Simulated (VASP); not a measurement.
TiO2 (Rutile), 6 atoms in the cell. The structure is tetragonal, space group P4_2/mnm (No. 136). The conventional cell has a = 4.592 Å, b = 4.592 Å, c = 2.957 Å, α = 90.00°, β = 90.00°, γ = 90.00°. Within 2.6 Å of Ti (site symmetry mmm) lie 6 O at 1.95 to 1.98 Å. O (site symmetry m2m) has 3 Ti at 1.95 to 1.98 Å and 1 O at 2.53 Å within 2.6 Å. 

```yaml
Program: VASP 6.6.1
Task: single point
Functional: r2SCAN
Dispersion: D3(BJ)
Potentials_or_basis: VASP PAW PBE potentials, release 64 (Ti_sv, O)
Cutoff: 520 eV
k_mesh: 4 × 4 × 5
Occupations: gaussian, width 0.01 eV
Spin: no spin polarisation
Dipole_correction: no
Further_INCAR_settings: ALGO = Normal; EDIFF = 1e-07; NBANDS = 33
```

Potentials or basis: VASP PAW PBE potentials, release 64 (Ti_sv, O).

Command:

```console
$ cat potpaw_PBE.64/Ti_sv/POTCAR potpaw_PBE.64/O/POTCAR > POTCAR
$ cp INCAR.step1 INCAR
$ mpirun -np 1 vasp_std > vasp.out
$ cp INCAR.step2 INCAR
$ mpirun -np 1 vasp_std > vasp.out
```

Hardware: 1 thread of Intel(R) Xeon(R) 6975P-C (Granite Rapids) (shared host).

Problem. How long does it take, and how much memory?

Solution. It took 59 s on 1 thread of Intel(R) Xeon(R) 6975P-C (Granite Rapids), with other jobs on the host, peak memory 0.19 GiB. Counts: k points 18.
